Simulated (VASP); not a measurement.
Sn: single point with r2SCAN

The system is Sn.

```xyz
2
Lattice="-2.9483 2.9504 1.5888 2.9504 -2.9483 1.5888 2.9461 2.9461 -1.5849" Properties=species:S:1:pos:R:3 pbc="T T T"
Sn    2.9503   -2.9481    1.5888
Sn   -0.0004    2.9486    0.7964
```

```yaml
Program: VASP 6.6.1
Task: single point
Functional: r2SCAN
Potentials_or_basis: VASP PAW PBE potentials, release 64 (Sn_d)
Cutoff: 520 eV
k_mesh: 11 × 11 × 8
Occupations: methfessel-paxton, width 0.3 eV
Spin: no spin polarisation
Dipole_correction: no
Further_INCAR_settings: ALGO = Normal; EDIFF = 1e-07; NBANDS = 21
```

```json
{
 "Pressure": "-0.1 GPa",
 "Band gap on the k mesh": "zero (bands 14 and 15 overlap by 3.86 eV)"
}
```

Levels at points of the mesh, in eV from the Fermi level:
```csv
k point,band 10,band 11,band 12,band 13,band 14,band 15,band 16,band 17,band 18,band 19
"(0.00, 0.00, 0.00)",-21.79,-11.49,-3.78,-2.12,-2.11,3.38,6.41,6.41,7.31,7.41
"(0.00, 0.00, 0.50)",-21.91,-9.19,-9.19,0.54,0.54,1.71,1.71,6.55,6.55,10.14
```

It took 9.6 min on 1 thread of Intel(R) Xeon(R) 6975P-C (Granite Rapids) (shared host), peak memory 0.39 GiB.

Caveat: so wide a smearing shifts energies and pressures; the PAW data sets were made with another functional, which shifts forces and pressure a little; spin-orbit coupling is left out, which moves the levels of the heavy elements.
